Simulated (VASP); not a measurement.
# ZnAg (Pm-3m) in VASP: a series of runs

The runs below take ZnAg through single point, with LDA.

Everything below comes from runs of VASP 6.6.1. Logs are shortened: lines on timing, memory, paths and dates and some standing lists are left out, and cuts for length are marked.

**1. The cell of the first run**

The structure is cubic, space group Pm-3m (No. 221). The conventional cell has a = 3.092 Å, b = 3.092 Å, c = 3.092 Å, α = 90.00°, β = 90.00°, γ = 90.00°. Within 3.5 Å of Zn (site symmetry m-3m) lie 8 Ag at 2.68 Å and 6 Zn at 3.09 Å. Within 3.5 Å of Ag (site symmetry m-3m) lie 8 Zn at 2.68 Å and 6 Ag at 3.09 Å.

**2. Single point, LDA (14.77 Å³/atom)**

Input file INCAR:

```
SYSTEM = ZnAg
PREC = Accurate
ENCUT = 520
EDIFF = 1E-6
ISMEAR = -1
SIGMA = 0.03
LREAL = .False.
LASPH = .True.
NELM = 60
ALGO = Normal
ISIF = 2
LWAVE = .False.
LCHARG = .False.
GGA = CA
NBANDS = 18
```

Input file KPOINTS:

```
Automatic mesh
0
Gamma
  12 12 12
  0 0 0
```

Input file POSCAR:

```
ZnAg
1.0
    3.0915737591      0.0000000000      0.0000000000
    0.0000000000      3.0915737591      0.0000000000
    0.0000000000      0.0000000000      3.0915737591
Zn Ag
1 1
Direct
    0.5000000000      0.5000000000      0.5000000000
    0.0000000000      0.0000000000      0.0000000000
```

Potentials or basis: VASP PAW LDA potentials, release 64 (Zn, Ag).

Started as:

```
$ cat potpaw_LDA.64/Zn/POTCAR potpaw_LDA.64/Ag/POTCAR > POTCAR
$ mpirun -np 1 vasp_std > vasp.out
```

OUTCAR:

```text
SYSTEM = ZnAg
   PREC = Accurate
   ENCUT = 520
   EDIFF = 1E-6
   ISMEAR = -1
   LREAL = .False.
   LASPH = .True.
   NELM = 60
   ISIF = 2
   GGA = CA

 ion  position               nearest neighbor table
   1  0.500  0.500  0.500-   2 2.68   2 2.68   2 2.68   2 2.68   2 2.68   2 2.68   2 2.68   2 2.68

   2  0.000  0.000  0.000-   1 2.68   1 2.68   1 2.68   1 2.68   1 2.68   1 2.68   1 2.68   1 2.68

  LATTYP: Found a simple cubic cell.
 ALAT       =     3.0915737591

  Lattice vectors:

 A1 = (   3.0915737591,   0.0000000000,   0.0000000000)
 A2 = (   0.0000000000,   3.0915737591,   0.0000000000)
 A3 = (   0.0000000000,   0.0000000000,   3.0915737591)

Analysis of symmetry for initial positions (statically):
=====================================================================
 Subroutine PRICEL returns:
 Original cell was already a primitive cell.

 Routine SETGRP: Setting up the symmetry group for a
 simple cubic supercell.

 Subroutine GETGRP returns: Found 48 space group operations
 (whereof 48 operations were pure point group operations)
 out of a pool of 48 trial point group operations.

The static configuration has the point symmetry O_h .

Analysis of symmetry for dynamics (positions and initial velocities):
=====================================================================
 Subroutine PRICEL returns:
 Original cell was already a primitive cell.

 Routine SETGRP: Setting up the symmetry group for a
 simple cubic supercell.

 Subroutine GETGRP returns: Found 48 space group operations
 (whereof 48 operations were pure point group operations)
 out of a pool of 48 trial point group operations.

The dynamic configuration has the point symmetry O_h .

 Subroutine INISYM returns: Found 48 space group operations
 (whereof 48 operations are pure point group operations),
 and found     1 'primitive' translations

----------------------------------------------------------------------------------------

                                     Primitive cell

  volume of cell :      29.5487

  direct lattice vectors                    reciprocal lattice vectors
     3.091573759  0.000000000  0.000000000     0.323459855  0.000000000  0.000000000
     0.000000000  3.091573759  0.000000000     0.000000000  0.323459855  0.000000000
     0.000000000  0.000000000  3.091573759     0.000000000  0.000000000  0.323459855
[... 73 lines left out ...]
   NGXF,Y,Z  is equivalent  to a cutoff of  25.81, 25.81, 25.81 a.u.
 SYSTEM =  ZnAg
   PREC   = accura    normal or accurate (medium, high low for compatibility)
   ISTART =      0    job   : 0-new  1-cont  2-samecut
   ICHARG =      2    charge: 1-file 2-atom 10-const
   ISPIN  =      1    spin polarized calculation?
   LNONCOLLINEAR =      F non collinear calculations
   LSORBIT =      F    spin-orbit coupling
   LASPH  =      T    aspherical Exc in radial PAW
   ENCUT  =  520.0 eV  38.22 Ry    6.18 a.u.   5.75  5.75  5.75*2*pi/ulx,y,z
   NELM   =     60;   NELMIN=  2; NELMDL= -5     # of ELM steps
   EDIFF  = 0.1E-05   stopping-criterion for ELM
   LREAL  =      F    real-space projection
[... 7 lines left out ...]
   TEBEG  =    0.0;   TEEND  =   0.0 temperature during run
   PSTRESS=    0.0 pullay stress
   NELECT =      23.0000    total number of electrons
   NUPDOWN=      -1.0000    fix difference up-down
   EMIN   =  10.00;   EMAX   =-10.00  energy-range for DOS
   EFERMI =   0.00;   METHOD = LEGACY
   ISMEAR =    -1;   SIGMA  =   0.03  broadening in eV -4-tet -1-fermi 0-gaus
   EFERMI_NEDOS =   21; number of points for ismear=-14 and -15
   IALGO  =     38    algorithm
   IMIX   =      4    mixing-type and parameters
     AMIX     =   0.40;   BMIX     =  1.00
     AMIX_MAG =   1.60;   BMIX_MAG =  1.00
  volume/ion in A,a.u.               =      14.77        99.70
  Fermi-wavevector in a.u.,A,eV,Ry     =   1.505929  2.845793 30.855594  2.267822
  Thomas-Fermi vector in A             =   2.616713
   LORBIT       =      0    0 simple, 1 ext, 2 COOP (PROOUT), +10 PAW based schemes
   GGA     = CA    functional components
   LHFCALC =     F    Hartree Fock is set to
   AEXX    =    0.0000 exact exchange contribution
   IVDW    =     0    specifies the selected vdW correction
   LEPSILON=     F    determine dielectric tensor
   LRPA    =     F    only Hartree local field effects (RPA)
 non-spin polarized calculation
  energy-cutoff  :      520.00
  volume of cell :       29.55
 maximum number of plane-waves:       840
 NGX is ok and might be reduce to    24
   NGX = 11   NGY = 11   NGZ = 11

 number of electron      22.9999969 magnetization

 Free energy of the ion-electron system (eV)
  ---------------------------------------------------
  ext. energy  EPLUGINS =         0.00000000
  ---------------------------------------------------
  free energy    TOTEN  =        -5.78776125 eV

  energy without entropy =       -5.78659085  energy(sigma->0) =       -5.78717605

 E-fermi :   6.7830     XC(G=0): -12.7721

 val. band max:        6.7581878092   @ k =   0.5000   0.4167   0.2500
 cond. band min:       6.8075587564   @ k =   0.5000   0.3333   0.3333
 fundamental gap:      0.0493709472
 Fermi energy:         6.7830377810

 k-point     1 :       0.0000    0.0000    0.0000
  band No.  band energies     occupation
      1      -3.1475      2.00000
      2      -1.4036      2.00000
      3      -1.4036      2.00000
      4      -0.7065      2.00000
      5      -0.7065      2.00000
      6      -0.7065      2.00000
[... 481 lines left out ...]
      5      -0.5236      2.00000
      6       0.3327      2.00000
[... 10 lines left out ...]
     17      21.0658      0.00000
     18      21.5228      0.00000

 [... further k-points ...]

------------------------ aborting loop because EDIFF is reached ----------------------------------------

  FORCE on cell =-STRESS in cart. coord.  units (eV):
  Direction    XX          YY          ZZ          XY          YZ          ZX
  --------------------------------------------------------------------------------------
  -------------------------------------------------------------------------------------
  Total       -0.2189555     -0.2189555     -0.2189555      0.0000000     -0.0000000      0.0000000
  in kB      -11.8721022    -11.8721022    -11.8721022      0.0000000     -0.0000000      0.0000000
  external PRESSURE =     -11.8721022 kB  Pullay stress =       0.0000000 kB

 VOLUME and BASIS-vectors are now :
 -----------------------------------------------------------------------------
  energy-cutoff  :      520.00
  volume of cell :       29.55
      direct lattice vectors                 reciprocal lattice vectors
     3.091573759  0.000000000  0.000000000     0.323459855  0.000000000  0.000000000
     0.000000000  3.091573759  0.000000000     0.000000000  0.323459855  0.000000000
     0.000000000  0.000000000  3.091573759     0.000000000  0.000000000  0.323459855

 POSITION                                       TOTAL-FORCE (eV/Angst)
 -----------------------------------------------------------------------------------
      1.54579      1.54579      1.54579         0.000000      0.000000      0.000000
      0.00000      0.00000      0.00000         0.000000      0.000000      0.000000
 -----------------------------------------------------------------------------------
    total drift:                                0.000000      0.000000     -0.000000

  FREE ENERGIE OF THE ION-ELECTRON SYSTEM (eV)
  ---------------------------------------------------
  free  energy   TOTEN  =        -5.7877612499 eV

  energy  without entropy=       -5.7865908493  energy(sigma->0) =       -5.78717605
```

Run time: 8.7 s. Hardware: 1 thread of Intel Xeon 6975P-C (Granite Rapids), shared host; peak memory 0.16 GiB.

Results:

```
Free energy            : -5.7878 eV
Pressure               : -1.2 GPa
Band gap on the k mesh : zero (an odd number of electrons rules out a gap without spin polarisation)
```

**3. Single point, LDA (15.40 Å³/atom)**

This run uses another cell than the first one, of 15.40 Å³/atom.

Input file INCAR:

```
SYSTEM = ZnAg
PREC = Accurate
ENCUT = 520
EDIFF = 1E-6
ISMEAR = -1
SIGMA = 0.03
LREAL = .FALSE.
LASPH = .TRUE.
NELM = 80
ALGO = Normal
ISIF = 2
LWAVE = .FALSE.
LCHARG = .FALSE.
NBANDS = 18
```

Input file KPOINTS:

```
regular mesh
0
G
  12 12 12
  0 0 0
```

Input file POSCAR:

```
ZnAg
1.0
    3.1348181537      0.0000000000      0.0000000000
    0.0000000000      3.1348181537      0.0000000000
    0.0000000000      0.0000000000      3.1348181537
Zn Ag
1 1
Direct
    0.5000000000      0.5000000000      0.5000000000
    0.0000000000      0.0000000000      0.0000000000
```

Potentials or basis: VASP PAW LDA potentials, release 64 (Zn, Ag).

Started as:

```
$ cat potpaw_LDA.64/Zn/POTCAR potpaw_LDA.64/Ag/POTCAR > POTCAR
$ mpirun -np 1 vasp_std > vasp.out
```

It took 9.4 s on 1 thread of Intel Xeon 6975P-C (Granite Rapids), shared host; peak memory 0.16 GiB.

Results (log left out):

```
Free energy            : -5.7599 eV
Pressure               : -5.8 GPa
Band gap on the k mesh : zero (an odd number of electrons rules out a gap without spin polarisation)
```

Levels at points of the mesh, in eV from the Fermi level:
| k point | band 8 | band 9 | band 10 | band 11 | band 12 | band 13 | band 14 | band 15 |
| --- | --- | --- | --- | --- | --- | --- | --- | --- |
| (0.00, 0.00, 0.00) | -5.49 | -4.31 | -4.31 | -4.31 | 5.36 | 5.36 | 5.36 | 10.45 |
| (0.50, 0.00, 0.00) | -5.23 | -5.15 | -5.15 | -4.45 | -2.59 | 10.62 | 10.62 | 11.14 |
| (0.50, 0.50, 0.00) | -4.51 | -4.51 | -3.93 | -1.63 | -1.63 | 1.51 | 2.30 | 10.83 |
| (0.50, 0.50, 0.50) | -6.27 | -3.90 | -3.90 | 1.67 | 4.18 | 4.18 | 4.18 | 4.87 |

Caveat: the cell stands under tension.

**4. Single point, LDA**

This run uses another cell than the first one, of 15.72 Å³/atom.

INCAR, as its differences from that of step 3:

```diff
@@ -12,3 +12,6 @@
 LWAVE = .FALSE.
-LCHARG = .FALSE.
+LCHARG = .TRUE.
+GGA = CA
+LELF = .TRUE.
+LVHAR = .TRUE.
 NBANDS = 18
```

KPOINTS is that of step 3.

Input file POSCAR:

```
ZnAg
1.0
    3.1560000000      0.0000000000      0.0000000000
    0.0000000000      3.1560000000      0.0000000000
    0.0000000000      0.0000000000      3.1560000000
Zn Ag
1 1
Direct
    0.5000000000      0.5000000000      0.5000000000
    0.0000000000      0.0000000000      0.0000000000
```

Started as:

```
$ cat potpaw_LDA.64/Zn/POTCAR potpaw_LDA.64/Ag/POTCAR > POTCAR
$ mpirun -np 1 vasp_std > vasp.out
```

It took 11 s on 1 thread of Intel Xeon 6975P-C (Granite Rapids), shared host; peak memory 0.16 GiB.

The run converged. Its results:

- Free energy: -5.7336 eV
- Pressure: -7.6 GPa
- Band gap on the k mesh: zero (an odd number of electrons rules out a gap without spin polarisation)

Levels at points of the mesh, in eV from the Fermi level:
| k point | band 10 | band 11 | band 12 | band 13 | band 14 | band 15 |
| --- | --- | --- | --- | --- | --- | --- |
| (0.00, 0.00, 0.00) | -4.28 | -4.28 | 5.31 | 5.31 | 5.31 | 10.17 |
| (0.50, 0.00, 0.00) | -5.08 | -4.41 | -2.58 | 10.45 | 10.45 | 11.07 |
| (0.50, 0.50, 0.00) | -3.91 | -1.56 | -1.56 | 1.41 | 2.22 | 10.70 |
| (0.50, 0.50, 0.50) | -3.88 | 1.58 | 4.14 | 4.14 | 4.14 | 4.79 |

Caveat: the cell stands under tension.

**5. Single point, LDA (15.87 Å³/atom)**

This run uses another cell than the first one, of 15.87 Å³/atom.

Input file INCAR:

```
SYSTEM = ZnAg
PREC = Accurate
ENCUT = 520
EDIFF = 1E-6
ISMEAR = -1
SIGMA = 0.03
LREAL = .FALSE.
LASPH = .TRUE.
NELM = 100
ALGO = Normal
ISIF = 2
LWAVE = .FALSE.
LCHARG = .FALSE.
NBANDS = 18
```

Input file KPOINTS:

```
Automatic mesh
0
G
  12 12 12
  0 0 0
```

Input file POSCAR:

```
ZnAg
1.0
    3.1664851269      0.0000000000      0.0000000000
    0.0000000000      3.1664851269      0.0000000000
    0.0000000000      0.0000000000      3.1664851269
Zn Ag
1 1
Direct
    0.5000000000      0.5000000000      0.5000000000
    0.0000000000      0.0000000000      0.0000000000
```

Started as:

```
$ cat potpaw_LDA.64/Zn/POTCAR potpaw_LDA.64/Ag/POTCAR > POTCAR
$ mpirun -np 1 vasp_std > vasp.out
```

It took 10 s on 1 thread of Intel Xeon 6975P-C (Granite Rapids), shared host; peak memory 0.16 GiB.

Results (log left out):

```yaml
Free_energy: -5.7179 eV
Pressure: -8.5 GPa
Band_gap_on_the_k_mesh: zero (an odd number of electrons rules out a gap without spin polarisation)
```

Levels at points of the mesh, in eV from the Fermi level:
| k point | band 9 | band 10 | band 11 | band 12 | band 13 | band 14 | band 15 | band 16 |
| --- | --- | --- | --- | --- | --- | --- | --- | --- |
| (0.00, 0.00, 0.00) | -4.26 | -4.26 | -4.26 | 5.29 | 5.29 | 5.29 | 10.04 | 11.17 |
| (0.50, 0.00, 0.00) | -5.05 | -5.05 | -4.39 | -2.58 | 10.37 | 10.37 | 11.03 | 11.35 |
| (0.50, 0.50, 0.00) | -4.46 | -3.90 | -1.53 | -1.53 | 1.36 | 2.18 | 10.63 | 13.21 |
| (0.50, 0.50, 0.50) | -3.86 | -3.86 | 1.54 | 4.12 | 4.12 | 4.12 | 4.75 | 4.75 |

Caveat: the cell stands under tension.

**6. Single point, LDA (16.35 Å³/atom)**

This run uses another cell than the first one, of 16.35 Å³/atom.

Input file INCAR:

```
  PREC = Accurate
  ENCUT = 520
  EDIFF = 1E-6
  ISMEAR = -1
  SIGMA = 0.03
  LREAL = False
  LASPH = True
  NELM = 60
  ALGO = Normal
  ISIF = 2
  LWAVE = False
  LCHARG = False
  NBANDS = 18
```

Input file KPOINTS:

```
Automatic mesh
0
Gamma
  12 12 12
```

Input file POSCAR:

```
ZnAg
1.0
    3.1975310785      0.0000000000      0.0000000000
    0.0000000000      3.1975310785      0.0000000000
    0.0000000000      0.0000000000      3.1975310785
Zn Ag
1 1
Direct
    0.5000000000      0.5000000000      0.5000000000
    0.0000000000      0.0000000000      0.0000000000
```

Potentials or basis: VASP PAW LDA potentials, release 64 (Zn, Ag).

Started as:

```
$ cat potpaw_LDA.64/Zn/POTCAR potpaw_LDA.64/Ag/POTCAR > POTCAR
$ mpirun -np 1 vasp_std > vasp.out
```

It took 10 s on 1 thread of Intel Xeon 6975P-C (Granite Rapids), shared host; peak memory 0.16 GiB.

It converged, with:

```yaml
Free_energy: -5.6614 eV
Pressure: -10.6 GPa
Band_gap_on_the_k_mesh: zero (an odd number of electrons rules out a gap without spin polarisation)
```

Levels at points of the mesh, in eV from the Fermi level:
| k point | band 8 | band 9 | band 10 | band 11 | band 12 | band 13 | band 14 | band 15 | band 16 | band 17 |
| --- | --- | --- | --- | --- | --- | --- | --- | --- | --- | --- |
| (0.00, 0.00, 0.00) | -5.31 | -4.22 | -4.22 | -4.22 | 5.22 | 5.22 | 5.22 | 9.64 | 10.98 | 10.98 |
| (0.50, 0.00, 0.00) | -5.08 | -4.96 | -4.96 | -4.33 | -2.57 | 10.13 | 10.13 | 10.93 | 11.14 | 11.14 |
| (0.50, 0.50, 0.00) | -4.42 | -4.42 | -3.86 | -1.45 | -1.45 | 1.21 | 2.06 | 10.42 | 13.04 | 13.04 |
| (0.50, 0.50, 0.50) | -5.96 | -3.83 | -3.83 | 1.42 | 4.06 | 4.06 | 4.06 | 4.63 | 4.63 | 4.63 |

Caveat: the cell stands under tension.

**7. Summary**

```tsv
cell	gap on the mesh (eV)	pressure (GPa)
a = 3.092 Å, 2 atoms	none	-1.2
a = 3.135 Å, 2 atoms	none	-5.8
a = 3.156 Å, 2 atoms	none	-7.6
a = 3.166 Å, 2 atoms	none	-8.5
a = 3.198 Å, 2 atoms	none	-10.6
```

Alike in all rows: task single point; level LDA; potentials or basis VASP PAW LDA potentials, release 64 (Zn, Ag); no spin polarisation; k mesh 12 × 12 × 12; cutoff (eV) 520; smearing fermi-dirac 0.03 eV.

Caveats: the cell stands under tension (at least some runs).

Total energies depend on the potentials used, so only differences within one code and one set of settings carry meaning.
